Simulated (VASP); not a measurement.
# TmGa3Hg3As2N4 (P1) in VASP: single point with PBE

Aim: the single point of TmGa3Hg3As2N4 with PBE.

All numbers are computed with VASP 6.6.1; they aren't measurements. Logs are shortened: lines on timing, memory, paths and dates and some standing lists are left out, and cuts for length are marked.

### 1 The cell of the first run

The typed cell holds 13 atoms: a = 3.214 Å, b = 8.382 Å, c = 9.823 Å, α = 85.10°, β = 81.21°, γ = 79.91°.

### 2 Single point, PBE

The input, INCAR:

```
SYSTEM = TmGa3Hg3As2N4
PREC     = Accurate       ! precision mode
ENCUT    = 600            ! plane-wave cutoff, eV
EDIFF    = 1E-6           ! SCF threshold, eV
ISMEAR   = 0              ! smearing method
SIGMA    = 0.2            ! smearing width, eV
LREAL    = .FALSE.        ! projectors in reciprocal space
LASPH    = .TRUE.         ! aspherical terms in the spheres
NELM     = 200            ! most SCF steps
ALGO     = Normal         ! electronic algorithm
ISIF     = 2              ! what is computed and relaxed
LWAVE    = .FALSE.        ! write WAVECAR
LCHARG   = .TRUE.         ! write CHGCAR
GGA      = PE             ! functional
LELF     = .TRUE.         ! ELF
LVHAR    = .TRUE.       
NBANDS   = 69             ! bands
GGA_COMPAT= .FALSE.      
LMAXMIX  = 6              ! l up to which the mixer works
```

The input, KPOINTS:

```
regular mesh
0
G
  8 4 2
  0 0 0
```

The input, POSCAR:

```
TmGa3Hg3As2N4
1.0
    3.2138283244      0.0000000000      0.0000000000
    1.4686790343      8.2521076067      0.0000000000
    1.5007012565      0.5845596767      9.6898503132
Tm Ga Hg As N
1 3 3 2 4
Direct
    0.7545970000      0.9388560000      0.0431420000
    0.0359860000      0.3179130000      0.0616480000
    0.9632880000      0.6929880000      0.8500900000
    0.6331510000      0.3447050000      0.8242540000
    0.8564760000      0.3077690000      0.4139770000
    0.3131070000      0.6319440000      0.2308630000
    0.0558370000      0.7879300000      0.5856290000
    0.1409010000      0.9215020000      0.3096220000
    0.7997330000      0.1513890000      0.6413340000
    0.0558920000      0.4612700000      0.8753650000
    0.9047550000      0.4389460000      0.2220590000
    0.3717210000      0.8030180000      0.9356760000
    0.6145560000      0.2017700000      0.0063420000
```

Potentials or basis: VASP PAW PBE potentials, release 64 (Tm_3, Ga_d, Hg, As, N), 4f in core.

Run with:

```sh
$ cat potpaw_PBE.64/Tm_3/POTCAR potpaw_PBE.64/Ga_d/POTCAR potpaw_PBE.64/Hg/POTCAR potpaw_PBE.64/As/POTCAR potpaw_PBE.64/N/POTCAR > POTCAR
$ mpirun -np 1 vasp_std > vasp.out
```

OUTCAR:

```text
SYSTEM = TmGa3Hg3As2N4
   PREC = Accurate
   ENCUT = 600
   EDIFF = 1E-6
   ISMEAR = 0
   LREAL = .FALSE.
   LASPH = .TRUE.
   NELM = 200
   ISIF = 2
   GGA = PE

 ion  position               nearest neighbor table
   1  0.755  0.939  0.043-  13 2.18  12 2.24  12 2.26   3 2.84   8 3.04   8 3.05   6 3.42   6 3.44

   2  0.036  0.318  0.062-  11 1.90  13 1.96  13 1.96  10 2.10   4 2.80   4 2.81
   3  0.963  0.693  0.850-  10 1.91  12 2.04  12 2.05   7 2.64   1 2.84
   4  0.633  0.345  0.824-  10 1.95  10 1.95  13 2.07   9 2.46   2 2.80   2 2.81
   5  0.856  0.308  0.414-  11 2.10   9 2.49   6 3.48   6 3.54
   6  0.313  0.632  0.231-  11 2.27  11 2.27   8 2.55   1 3.42   1 3.44   5 3.48   5 3.54   7 3.75

   7  0.056  0.788  0.586-   3 2.64   8 2.84   9 3.09   6 3.75
   8  0.141  0.922  0.310-   6 2.55   7 2.84   1 3.04   1 3.05
   9  0.800  0.151  0.641-   4 2.46   5 2.49   7 3.09
  10  0.056  0.461  0.875-   3 1.91   4 1.95   4 1.95   2 2.10
  11  0.905  0.439  0.222-   2 1.90   5 2.10   6 2.27   6 2.27
  12  0.372  0.803  0.936-   3 2.04   3 2.05   1 2.24   1 2.26
  13  0.615  0.202  0.006-   2 1.96   2 1.96   4 2.07   1 2.18

  Warning from LATTYP: Got some problem with cell dimensions!
  Tried to take original basis but could not verify dimensions!
  LATTYP: Found a triclinic cell.
 ALAT       =     9.6274991007
 B/A-ratio  =     1.2834691478
 C/A-ratio  =     0.3338175668
 COS(alpha) =     0.0025915080
 COS(beta)  =     0.5150847133
 COS(gamma) =     0.5332091083

  Lattice vectors:

 A1 = (  -4.9589776145,   8.2521076067,   0.0000000000)
 A2 = (  -0.0320222222,   7.6675479300,  -9.6898503132)
 A3 = (  -3.2138283244,   0.0000000000,   0.0000000000)

Analysis of symmetry for initial positions (statically):
=====================================================================
 Subroutine PRICEL returns:
 Original cell was already a primitive cell.

 Routine SETGRP: Setting up the symmetry group for a
 triclinic supercell.

 Subroutine GETGRP returns: Found  1 space group operations
 (whereof  1 operations were pure point group operations)
 out of a pool of  2 trial point group operations.

The static configuration has the point symmetry C_1 .

Analysis of symmetry for dynamics (positions and initial velocities):
=====================================================================
 Subroutine PRICEL returns:
 Original cell was already a primitive cell.

 Routine SETGRP: Setting up the symmetry group for a
 triclinic supercell.

 Subroutine GETGRP returns: Found  1 space group operations
 (whereof  1 operations were pure point group operations)
 out of a pool of  2 trial point group operations.

The dynamic configuration has the point symmetry C_1 .

 Subroutine INISYM returns: Found  1 space group operations
 (whereof  1 operations are pure point group operations),
 and found     1 'primitive' translations

----------------------------------------------------------------------------------------

                                     Primitive cell

  volume of cell :     256.9831

  direct lattice vectors                    reciprocal lattice vectors
     3.213828324  0.000000000  0.000000000     0.311155388 -0.055378264 -0.044848926
     1.468679034  8.252107607  0.000000000     0.000000000  0.121181163 -0.007310497
     1.500701256  0.584559677  9.689850313     0.000000000  0.000000000  0.103200769

  length of vectors
     3.213828324  8.381783704  9.822780328     0.319211300  0.121401473  0.103200769

  position of ions in fractional coordinates (direct lattice)
     0.754597000  0.938856000  0.043142000
     0.035986000  0.317913000  0.061648000
     0.963288000  0.692988000  0.850090000
     0.633151000  0.344705000  0.824254000
     0.856476000  0.307769000  0.413977000
     0.313107000  0.631944000  0.230863000
     0.055837000  0.787930000  0.585629000
     0.140901000  0.921502000  0.309622000
     0.799733000  0.151389000  0.641334000
     0.055892000  0.461270000  0.875365000
     0.904755000  0.438946000  0.222059000
     0.371721000  0.803018000  0.935676000
     0.614556000  0.201770000  0.006342000

  ion indices of the primitive-cell ions
   primitive index   ion index
                 1           1
                 2           2
                 3           3
                 4           4
                 5           5
                 6           6
                 7           7
                 8           8
                 9           9
                10          10
                11          11
                12          12
                13          13

----------------------------------------------------------------------------------------

 KPOINTS: regular mesh

Automatic generation of k-mesh.
 Grid dimensions read from file:
 generate k-points for:    8    4    2

 Generating k-lattice:

  Cartesian coordinates                     Fractional coordinates (reciprocal lattice)
     0.038894424 -0.006922283 -0.005606116     0.125000000 -0.000000000  0.000000000
     0.000000000  0.030295291 -0.001827624     0.000000000  0.250000000  0.000000000
     0.000000000  0.000000000  0.051600384     0.000000000  0.000000000  0.500000000

  Length of vectors
     0.039901412  0.030350368  0.051600384

  Shift w.r.t. Gamma in fractional coordinates (k-lattice)
     0.000000000  0.000000000  0.000000000

 Subroutine IBZKPT returns following result:
 ===========================================

 Found     36 irreducible k-points:

 Following reciprocal coordinates:
            Coordinates               Weight
  0.000000  0.000000  0.000000      1.000000
  0.125000 -0.000000 -0.000000      2.000000
  0.250000 -0.000000 -0.000000      2.000000
  0.375000 -0.000000 -0.000000      2.000000
  0.500000 -0.000000 -0.000000      1.000000
  0.000000  0.250000  0.000000      2.000000
[... 16 lines left out ...]
  0.500000 -0.000000  0.500000      1.000000
  0.000000  0.250000  0.500000      2.000000
 [... further k-points ...]
   k-points           NKPTS =     36   k-points in BZ     NKDIM =     36   number of bands    NBANDS=     69
   number of dos      NEDOS =    301   number of ions     NIONS =     13
   total plane-waves  NPLWV = 156800
   dimension x,y,z NGX =    28 NGY =   70 NGZ =   80
   dimension x,y,z NGXF=    56 NGYF=  140 NGZF=  160
   ions per type =               1   3   3   2   4
   NGX,Y,Z   is equivalent  to a cutoff of  14.48, 13.88, 13.54 a.u.
   NGXF,Y,Z  is equivalent  to a cutoff of  28.97, 27.77, 27.08 a.u.
 SYSTEM =  TmGa3Hg3As2N4
   PREC   = accura    normal or accurate (medium, high low for compatibility)
   ISTART =      0    job   : 0-new  1-cont  2-samecut
   ICHARG =      2    charge: 1-file 2-atom 10-const
   ISPIN  =      1    spin polarized calculation?
   LNONCOLLINEAR =      F non collinear calculations
   LSORBIT =      F    spin-orbit coupling
   LASPH  =      T    aspherical Exc in radial PAW
   ENCUT  =  600.0 eV  44.10 Ry    6.64 a.u.   6.42 16.74 19.62*2*pi/ulx,y,z
   NELM   =    200;   NELMIN=  2; NELMDL= -5     # of ELM steps
   EDIFF  = 0.1E-05   stopping-criterion for ELM
   LREAL  =      F    real-space projection
   EDIFFG = 0.1E-04   stopping-criterion for IOM
   NSW    =      0    number of steps for IOM
   IBRION =     -1    ionic relax: 0-MD 1-quasi-New 2-CG
   NFREE  =      0    steps in history (QN), initial steepest desc. (CG)
   ISIF   =      2    stress and relaxation
   ISYM   =      2    0-nonsym 1-usesym 2-fastsym
   POTIM  = 0.5000    time-step for ionic-motion
   TEBEG  =    0.0;   TEEND  =   0.0 temperature during run
   PSTRESS=    0.0 pullay stress
   NELECT =     114.0000    total number of electrons
   NUPDOWN=      -1.0000    fix difference up-down
   EMIN   =  10.00;   EMAX   =-10.00  energy-range for DOS
   EFERMI =   0.00;   METHOD = LEGACY
   ISMEAR =     0;   SIGMA  =   0.20  broadening in eV -4-tet -1-fermi 0-gaus
   EFERMI_NEDOS =   21; number of points for ismear=-14 and -15
   IALGO  =     38    algorithm
   IMIX   =      4    mixing-type and parameters
     AMIX     =   0.40;   BMIX     =  1.00
     AMIX_MAG =   1.60;   BMIX_MAG =  1.00
  volume/ion in A,a.u.               =      19.77       133.40
  Fermi-wavevector in a.u.,A,eV,Ry     =   1.248557  2.359430 21.210035  1.558894
  Thomas-Fermi vector in A             =   2.382638
   LORBIT       =      0    0 simple, 1 ext, 2 COOP (PROOUT), +10 PAW based schemes
   GGA     = PE    functional components
   LHFCALC =     F    Hartree Fock is set to
   AEXX    =    0.0000 exact exchange contribution
   IVDW    =     0    specifies the selected vdW correction
   LEPSILON=     F    determine dielectric tensor
   LRPA    =     F    only Hartree local field effects (RPA)
 non-spin polarized calculation
 Gauss-broadening in eV      SIGMA  =   0.20
  energy-cutoff  :      600.00
  volume of cell :      256.98
 maximum number of plane-waves:      8626
 NGX is ok and might be reduce to    28
   NGX = 13   NGY = 33   NGZ = 39

 number of electron     114.0000005 magnetization

 Free energy of the ion-electron system (eV)
  ---------------------------------------------------
  ext. energy  EPLUGINS =         0.00000000
  ---------------------------------------------------
  free energy    TOTEN  =       -57.59627188 eV

  energy without entropy =      -57.53374664  energy(sigma->0) =      -57.56500926

 E-fermi :   2.6192     XC(G=0):  -9.8205

 val. band max:        2.6150544353   @ k =   0.2500   0.5000   0.5000
 cond. band min:       2.6215055980   @ k =  -0.2500   0.2500   0.5000
 fundamental gap:      0.0064511627
 Fermi energy:         2.6191529827

 k-point     1 :       0.0000    0.0000    0.0000
  band No.  band energies     occupation
      1     -21.9977      2.00000
      2     -21.8948      2.00000
      3     -21.6005      2.00000
      4     -13.0886      2.00000
      5     -12.5468      2.00000
      6     -12.2534      2.00000
[... 61 lines left out ...]
     68       7.5275      0.00000
     69       8.2785      0.00000
[... 1654 lines left out ...]
     68       7.8645      0.00000
     69       8.2702      0.00000

 [... further k-points ...]

------------------------ aborting loop because EDIFF is reached ----------------------------------------

  FORCE on cell =-STRESS in cart. coord.  units (eV):
  Direction    XX          YY          ZZ          XY          YZ          ZX
  --------------------------------------------------------------------------------------
  -------------------------------------------------------------------------------------
  Total        1.0549412      0.9658762      0.5370158      0.0265113     -0.1673120     -0.0065098
  in kB        6.5770967      6.0218152      3.3480581      0.1652863     -1.0431172     -0.0405858
  external PRESSURE =       5.3156567 kB  Pullay stress =       0.0000000 kB

 VOLUME and BASIS-vectors are now :
 -----------------------------------------------------------------------------
  energy-cutoff  :      600.00
  volume of cell :      256.98
      direct lattice vectors                 reciprocal lattice vectors
     3.213828324  0.000000000  0.000000000     0.311155388 -0.055378264 -0.044848926
     1.468679034  8.252107607  0.000000000     0.000000000  0.121181163 -0.007310497
     1.500701256  0.584559677  9.689850313     0.000000000  0.000000000  0.103200769

 POSITION                                       TOTAL-FORCE (eV/Angst)
 -----------------------------------------------------------------------------------
      3.86877      7.77276      0.41804         0.017580     -0.065106      0.169896
      0.67508      2.65949      0.59736         0.003531     -0.054544     -0.028290
      5.38935      6.21554      8.23724         0.001603     -0.004561      0.071894
      3.77806      3.32637      7.98690         0.000200     -0.052174     -0.072514
      3.82584      2.78174      4.01138        -0.002607     -0.147488      0.196023
      2.28085      5.34982      2.23703        -0.004348      0.111568     -0.009886
      2.21552      6.84442      5.67466        -0.000028      0.072884     -0.101634
      2.27087      7.78533      3.00019         0.004574      0.096906      0.046127
      3.75500      1.62418      6.21443        -0.010247     -0.038700      0.044136
      2.17075      4.31815      8.48216         0.003733      0.061436     -0.016382
      3.88564      3.75204      2.15172         0.009810     -0.049369     -0.194635
      3.77819      7.17355      9.06656        -0.017386     -0.103509     -0.104790
      2.28093      1.66874      0.06145        -0.006415      0.172657      0.000054
 -----------------------------------------------------------------------------------
    total drift:                                0.000602      0.000571      0.000189

  FREE ENERGIE OF THE ION-ELECTRON SYSTEM (eV)
  ---------------------------------------------------
  free  energy   TOTEN  =       -57.5962718794 eV

  energy  without entropy=      -57.5337466426  energy(sigma->0) =      -57.56500926
```

Wall time 10 min (1 thread of Intel Xeon 6975P-C (Granite Rapids), shared host); peak memory 0.9 GiB.

Results:

| Quantity | Value |
| --- | --- |
| Free energy | -57.5963 eV |
| Pressure | 0.5 GPa |
| Largest force | 0.245 eV/Å |
| Band gap on the k mesh | zero (bands 57 and 58 overlap by 1.77 eV) |

Forces on the atoms (eV/Å):
```
Tm   0.018 -0.065  0.170
Ga   0.004 -0.055 -0.028
Ga   0.002 -0.005  0.072
Ga   0.000 -0.052 -0.073
Hg  -0.003 -0.147  0.196
Hg  -0.004  0.112 -0.010
Hg   0.000  0.073 -0.102
As   0.005  0.097  0.046
As  -0.010 -0.039  0.044
N    0.004  0.061 -0.016
N    0.010 -0.049 -0.195
N   -0.017 -0.104 -0.105
N   -0.006  0.173  0.000
```

Stress tensor (GPa, compression positive):
```
 0.66  0.02  0.00
 0.02  0.60 -0.10
 0.00 -0.10  0.33
```

Caveat: spin-orbit coupling is left out, which moves the levels of the heavy elements; the 4f electrons are frozen in the core, so they carry no moment and show no levels; the run has no spin polarisation, though such a crystal can be magnetic.
